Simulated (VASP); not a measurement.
# Os (P6_3/mmc) in VASP: notebook

The runs below take Os through single point, with RPBE.

Everything below comes from runs of VASP 6.6.1. Logs are shortened: lines on timing, memory, paths and dates and some standing lists are left out, and cuts for length are marked.

### 1 The cell of the first run

The structure is hexagonal, space group P6_3/mmc (No. 194). Conventional cell: a = 2.715 Å, b = 2.715 Å, c = 8.715 Å, α = 90.00°, β = 90.00°, γ = 120.00°. Within 3.5 Å of Os (site symmetry -3m) lie 12 Os at 2.68 to 2.72 Å. Os (site symmetry -6m2) has 12 Os at 2.68 to 2.72 Å within 3.5 Å.

### 2 Single point, RPBE (volume scaled by 0.96)

The input, INCAR:

```
SYSTEM = Os
PREC     = Accurate       ! precision mode
ENCUT    = 520            ! plane-wave cutoff, eV
EDIFF    = 1E-7           ! SCF threshold, eV
ISMEAR   = -1             ! smearing method
SIGMA    = 0.1            ! smearing width, eV
LREAL    = .False.        ! projectors in reciprocal space
LASPH    = .True.         ! aspherical terms in the spheres
NELM     = 60             ! most SCF steps
ALGO     = Normal         ! electronic algorithm
ISIF     = 2              ! what is computed and relaxed
LWAVE    = .False.        ! write WAVECAR
LCHARG   = .False.        ! write CHGCAR
GGA      = RP             ! functional
NBANDS   = 24             ! bands
```

The input, KPOINTS:

```
Automatic mesh
0
Gamma
  15 15 4
  0 0 0
```

The input, POSCAR:

```
Os
1.0
    2.7150514710      0.0000000000      0.0000000000
   -1.3575257355      2.3513035464      0.0000000000
    0.0000000000      0.0000000000      8.7148847614
Os
4
Direct
    0.0000000000      1.0000000000      0.0000000000
    0.0000000000      1.0000000000      0.5000000000
    0.3333333333      0.6666666667      0.2500000000
    0.6666666667      0.3333333333      0.7500000000
```

Potentials or basis: VASP PAW PBE potentials, release 64 (Os).

Run with:

```sh
$ cat potpaw_PBE.64/Os/POTCAR > POTCAR
$ mpirun -np 1 vasp_std > vasp.out
```

OUTCAR:

```text
SYSTEM = Os
   PREC = Accurate
   ENCUT = 520
   EDIFF = 1E-7
   ISMEAR = -1
   LREAL = .False.
   LASPH = .True.
   NELM = 60
   ISIF = 2
   GGA = RP

 ion  position               nearest neighbor table
   1  0.000  0.000  0.000-   3 2.68   4 2.68   3 2.68   4 2.68   4 2.68   3 2.68
   2  0.000  0.000  0.500-   3 2.68   4 2.68   3 2.68   4 2.68   4 2.68   3 2.68
   3  0.333  0.667  0.250-   1 2.68   2 2.68   1 2.68   2 2.68   1 2.68   2 2.68
   4  0.667  0.333  0.750-   1 2.68   2 2.68   1 2.68   2 2.68   1 2.68   2 2.68

  LATTYP: Found a hexagonal cell.
 ALAT       =     2.7150514710
 C/A-ratio  =     3.2098414540

  Lattice vectors:

 A1 = (   2.7150514710,   0.0000000000,   0.0000000000)
 A2 = (  -1.3575257355,   2.3513035464,   0.0000000000)
 A3 = (   0.0000000000,   0.0000000000,   8.7148847614)

Analysis of symmetry for initial positions (statically):
=====================================================================
 Subroutine PRICEL returns:
 Original cell was already a primitive cell.

 Routine SETGRP: Setting up the symmetry group for a
 hexagonal supercell.

 Subroutine GETGRP returns: Found 24 space group operations
 (whereof 12 operations were pure point group operations)
 out of a pool of 24 trial point group operations.

The static configuration has the point symmetry D_3d.
 The point group associated with its full space group is D_6h.

Analysis of symmetry for dynamics (positions and initial velocities):
=====================================================================
 Subroutine PRICEL returns:
 Original cell was already a primitive cell.

 Routine SETGRP: Setting up the symmetry group for a
 hexagonal supercell.

 Subroutine GETGRP returns: Found 24 space group operations
 (whereof 12 operations were pure point group operations)
 out of a pool of 24 trial point group operations.

The dynamic configuration has the point symmetry D_3d.
 The point group associated with its full space group is D_6h.

 Subroutine INISYM returns: Found 24 space group operations
 (whereof 12 operations are pure point group operations),
 and found     1 'primitive' translations

----------------------------------------------------------------------------------------

                                     Primitive cell

  volume of cell :      55.6350

  direct lattice vectors                    reciprocal lattice vectors
     2.715051471  0.000000000  0.000000000     0.368317143  0.212648001  0.000000000
    -1.357525736  2.351303546  0.000000000     0.000000000  0.425296003  0.000000000
     0.000000000  0.000000000  8.714884761     0.000000000  0.000000000  0.114746210

  length of vectors
     2.715051471  2.715051471  8.714884761     0.425296003  0.425296003  0.114746210

  position of ions in fractional coordinates (direct lattice)
     0.000000000  0.000000000  0.000000000
     0.000000000  0.000000000  0.500000000
     0.333333333  0.666666667  0.250000000
     0.666666667  0.333333333  0.750000000

  ion indices of the primitive-cell ions
   primitive index   ion index
                 1           1
                 2           2
                 3           3
                 4           4

----------------------------------------------------------------------------------------

 KPOINTS: Automatic mesh

Automatic generation of k-mesh.
 Grid dimensions read from file:
 generate k-points for:   15   15    4

 Generating k-lattice:

  Cartesian coordinates                     Fractional coordinates (reciprocal lattice)
     0.024554476  0.014176533  0.000000000     0.066666667 -0.000000000  0.000000000
     0.000000000  0.028353067  0.000000000     0.000000000  0.066666667  0.000000000
     0.000000000  0.000000000  0.028686553     0.000000000  0.000000000  0.250000000

  Length of vectors
     0.028353067  0.028353067  0.028686553

  Shift w.r.t. Gamma in fractional coordinates (k-lattice)
     0.000000000  0.000000000  0.000000000

 Subroutine IBZKPT returns following result:
 ===========================================

 Found     81 irreducible k-points:

 Following reciprocal coordinates:
            Coordinates               Weight
  0.000000  0.000000  0.000000      1.000000
  0.066667 -0.000000  0.000000      6.000000
  0.133333 -0.000000  0.000000      6.000000
  0.200000 -0.000000  0.000000      6.000000
  0.266667 -0.000000  0.000000      6.000000
  0.333333 -0.000000  0.000000      6.000000
[... 16 lines left out ...]
  0.333333  0.200000  0.000000     12.000000
  0.400000  0.200000  0.000000      6.000000
 [... further k-points ...]
   k-points           NKPTS =     81   k-points in BZ     NKDIM =     81   number of bands    NBANDS=     24
   number of dos      NEDOS =    301   number of ions     NIONS =      4
   total plane-waves  NPLWV =  28000
   dimension x,y,z NGX =    20 NGY =   20 NGZ =   70
   dimension x,y,z NGXF=    40 NGYF=   40 NGZF=  140
   ions per type =               4
   NGX,Y,Z   is equivalent  to a cutoff of  12.25, 12.25, 13.35 a.u.
   NGXF,Y,Z  is equivalent  to a cutoff of  24.49, 24.49, 26.71 a.u.
 SYSTEM =  Os
   PREC   = accura    normal or accurate (medium, high low for compatibility)
   ISTART =      0    job   : 0-new  1-cont  2-samecut
   ICHARG =      2    charge: 1-file 2-atom 10-const
   ISPIN  =      1    spin polarized calculation?
   LNONCOLLINEAR =      F non collinear calculations
   LSORBIT =      F    spin-orbit coupling
   LASPH  =      T    aspherical Exc in radial PAW
   ENCUT  =  520.0 eV  38.22 Ry    6.18 a.u.   5.05  5.05 16.20*2*pi/ulx,y,z
   NELM   =     60;   NELMIN=  2; NELMDL= -5     # of ELM steps
   EDIFF  = 0.1E-06   stopping-criterion for ELM
   LREAL  =      F    real-space projection
   EDIFFG = 0.1E-05   stopping-criterion for IOM
   NSW    =      0    number of steps for IOM
   IBRION =     -1    ionic relax: 0-MD 1-quasi-New 2-CG
   NFREE  =      0    steps in history (QN), initial steepest desc. (CG)
   ISIF   =      2    stress and relaxation
   ISYM   =      2    0-nonsym 1-usesym 2-fastsym
   POTIM  = 0.5000    time-step for ionic-motion
   TEBEG  =    0.0;   TEEND  =   0.0 temperature during run
   PSTRESS=    0.0 pullay stress
   NELECT =      32.0000    total number of electrons
   NUPDOWN=      -1.0000    fix difference up-down
   EMIN   =  10.00;   EMAX   =-10.00  energy-range for DOS
   EFERMI =   0.00;   METHOD = LEGACY
   ISMEAR =    -1;   SIGMA  =   0.10  broadening in eV -4-tet -1-fermi 0-gaus
   EFERMI_NEDOS =   21; number of points for ismear=-14 and -15
   IALGO  =     38    algorithm
   IMIX   =      4    mixing-type and parameters
     AMIX     =   0.40;   BMIX     =  1.00
     AMIX_MAG =   1.60;   BMIX_MAG =  1.00
  volume/ion in A,a.u.               =      13.91        93.86
  Fermi-wavevector in a.u.,A,eV,Ry     =   1.361472  2.572809 25.219837  1.853606
  Thomas-Fermi vector in A             =   2.488045
   LORBIT       =      0    0 simple, 1 ext, 2 COOP (PROOUT), +10 PAW based schemes
   GGA     = RP    functional components
   LHFCALC =     F    Hartree Fock is set to
   AEXX    =    0.0000 exact exchange contribution
   IVDW    =     0    specifies the selected vdW correction
   LEPSILON=     F    determine dielectric tensor
   LRPA    =     F    only Hartree local field effects (RPA)
 non-spin polarized calculation
  energy-cutoff  :      520.00
  volume of cell :       55.64
 maximum number of plane-waves:      1521
   NGX = 11   NGY = 11   NGZ = 33

 number of electron      32.0000003 magnetization

 Free energy of the ion-electron system (eV)
  ---------------------------------------------------
  ext. energy  EPLUGINS =         0.00000000
  ---------------------------------------------------
  free energy    TOTEN  =       -41.95423170 eV

  energy without entropy =      -41.84715304  energy(sigma->0) =      -41.90069237

 E-fermi :   9.6150     XC(G=0): -14.0621

 val. band max:        9.6033179035   @ k =   0.1333  -0.0000   0.2500
 cond. band min:       9.6265245998   @ k =   0.0667   0.0667   0.2500
 fundamental gap:      0.0232066963
 Fermi energy:         9.6149619823

 k-point     1 :       0.0000    0.0000    0.0000
  band No.  band energies     occupation
      1      -1.3558      2.00000
      2       1.0215      2.00000
      3       1.0237      2.00000
      4       1.7813      2.00000
      5       5.9104      2.00000
      6       5.9432      2.00000
[... 16 lines left out ...]
     23      11.8113      0.00000
     24      11.8113      0.00000

 k-point     2 :       0.0667   -0.0000    0.0000
  band No.  band energies     occupation
      1      -1.1719      2.00000
      2       1.1936      2.00000
      3       1.1965      2.00000
      4       1.9518      2.00000
      5       5.6211      2.00000
      6       5.8035      2.00000
[... 16 lines left out ...]
     23      11.8432      0.00000
     24      12.6296      0.00000

 k-point     3 :       0.1333   -0.0000    0.0000
  band No.  band energies     occupation
      1      -0.6433      2.00000
      2       1.6584      2.00000
      3       1.6638      2.00000
      4       2.4181      2.00000
      5       5.0957      2.00000
      6       5.4556      2.00000
[... 16 lines left out ...]
     23      11.9349      0.00000
     24      14.1504      0.00000

 k-point     4 :       0.2000   -0.0000    0.0000
  band No.  band energies     occupation
      1       0.1533      2.00000
      2       2.2098      2.00000
      3       2.2246      2.00000
      4       3.0044      2.00000
      5       4.6392      2.00000
      6       5.0302      2.00000
[... 16 lines left out ...]
     23      12.0629      0.00000
     24      15.7877      0.00000

 k-point     5 :       0.2667   -0.0000    0.0000
  band No.  band energies     occupation
      1       1.0534      2.00000
      2       2.4836      2.00000
      3       2.4955      2.00000
      4       3.2820      2.00000
      5       4.4083      2.00000
      6       4.5875      2.00000
[... 451 lines left out ...]
 k-point    22 :       0.2667    0.2000    0.0000
  band No.  band energies     occupation
      1       2.8456      2.00000
      2       2.9202      2.00000
      3       3.4307      2.00000
      4       3.8332      2.00000
      5       3.8380      2.00000
      6       4.4724      2.00000
[... 16 lines left out ...]
     23      14.2457      0.00000
     24      18.2710      0.00000

 k-point    23 :       0.3333    0.2000    0.0000
  band No.  band energies     occupation
      1       2.7357      2.00000
      2       2.7941      2.00000
      3       3.5920      2.00000
      4       3.9806      2.00000
      5       4.1395      2.00000
      6       4.4450      2.00000
[... 16 lines left out ...]
     23      15.6341      0.00000
     24      16.7564      0.00000

 k-point    24 :       0.4000    0.2000    0.0000
  band No.  band energies     occupation
      1       2.6544      2.00000
      2       2.7698      2.00000
      3       3.5106      2.00000
      4       4.1801      2.00000
      5       4.3794      2.00000
      6       4.5136      2.00000
[... 16 lines left out ...]
     23      16.2714      0.00000
     24      16.4599      0.00000

 [... further k-points ...]
[... 5 lines left out ...]
  --------------------------------------------------------------------------------------
  -------------------------------------------------------------------------------------
  Total        5.5065384      5.5065384      6.3166150      0.0000000      0.0000000      0.0000000
  in kB      158.5772352    158.5772352    181.9058117      0.0000000      0.0000000      0.0000000
  external PRESSURE =     166.3534273 kB  Pullay stress =       0.0000000 kB

 VOLUME and BASIS-vectors are now :
 -----------------------------------------------------------------------------
  energy-cutoff  :      520.00
  volume of cell :       55.64
      direct lattice vectors                 reciprocal lattice vectors
     2.715051471  0.000000000  0.000000000     0.368317143  0.212648001  0.000000000
    -1.357525736  2.351303546  0.000000000     0.000000000  0.425296003  0.000000000
     0.000000000  0.000000000  8.714884761     0.000000000  0.000000000  0.114746210

 POSITION                                       TOTAL-FORCE (eV/Angst)
 -----------------------------------------------------------------------------------
      0.00000      0.00000      0.00000        -0.000000      0.000000      0.000000
      0.00000      0.00000      4.35744        -0.000000      0.000000      0.000000
     -0.00000      1.56754      2.17872        -0.000000     -0.000000      0.000000
      1.35753      0.78377      6.53616         0.000000      0.000000     -0.000000
 -----------------------------------------------------------------------------------
    total drift:                                0.000000     -0.000000      0.000000

  FREE ENERGIE OF THE ION-ELECTRON SYSTEM (eV)
  ---------------------------------------------------
  free  energy   TOTEN  =       -41.9542317024 eV

  energy  without entropy=      -41.8471530350  energy(sigma->0) =      -41.90069237
```

Wall time 73 s (1 thread of AMD EPYC 9R45 (Zen 5), shared host); peak memory 0.2 GiB.

Results:

```
Free energy            : -41.9542 eV
Pressure               : 16.6 GPa
Band gap on the k mesh : zero (band 16 reaches 11.79 eV, above the bottom of band 17 at 8.17 eV)
```

Stress tensor (GPa, compression positive):
```
15.86  0.00  0.00
 0.00 15.86  0.00
 0.00  0.00 18.19
```

Caveat: the cell differs from its parent crystal (volume scaled by 0.96); the PAW data sets were made with another functional, which shifts forces and pressure a little; spin-orbit coupling is left out, which moves the levels of the heavy elements.

### 3 Single point, RPBE

This run uses another cell than the first one, of 14.49 Å³/atom, 1.042 times its volume.

The input, INCAR:

```
SYSTEM = Os
PREC = Accurate ; ENCUT = 520
EDIFF = 1E-6 ; ISMEAR = -1
SIGMA = 0.1 ; LREAL = .False.
LASPH = .True. ; NELM = 80
ALGO = Normal ; ISIF = 2
LWAVE = .False. ; LCHARG = .False.
GGA = RP ; NBANDS = 24
```

The input, KPOINTS:

```
regular mesh
0
Gamma
  15 15 4
  0 0 0
```

The input, POSCAR:

```
Os
1.0
    2.7522485791      0.0000000000      0.0000000000
   -1.3761242896      2.3835171870      0.0000000000
    0.0000000000      0.0000000000      8.8342815811
Os
4
Direct
    0.0000000000      1.0000000000      0.0000000000
    0.0000000000      1.0000000000      0.5000000000
    0.3333333333      0.6666666667      0.2500000000
    0.6666666667      0.3333333333      0.7500000000
```

Potentials or basis: VASP PAW PBE potentials, release 64 (Os).

Run with:

```sh
$ cat potpaw_PBE.64/Os/POTCAR > POTCAR
$ mpirun -np 1 vasp_std > vasp.out
```

Run time: 66 s. Hardware: 1 thread of AMD EPYC 9R45 (Zen 5), shared host; peak memory 0.2 GiB.

Results (log left out):

| Quantity | Value |
| --- | --- |
| Free energy | -42.0673 eV |
| Pressure | -0.6 GPa |
| Band gap on the k mesh | zero (band 16 reaches 11.03 eV, above the bottom of band 17 at 7.65 eV) |

Stress tensor (GPa, compression positive):
```
-1.11  0.00  0.00
 0.00 -1.11  0.00
 0.00  0.00  0.36
```

Levels at points of the mesh, in eV from the Fermi level:
| k point | band 13 | band 14 | band 15 | band 16 | band 17 | band 18 | band 19 | band 20 |
| --- | --- | --- | --- | --- | --- | --- | --- | --- |
| (0.00, 0.00, 0.00) | -2.49 | -2.36 | -2.36 | -0.81 | -0.81 | -0.13 | 0.02 | 0.02 |
| (0.00, 0.00, 0.50) | -2.70 | -2.70 | -1.94 | -1.94 | -0.32 | -0.32 | -0.32 | -0.32 |

Caveat: the PAW data sets were made with another functional, which shifts forces and pressure a little; spin-orbit coupling is left out, which moves the levels of the heavy elements.

(Part 1 of 2 ends here.)
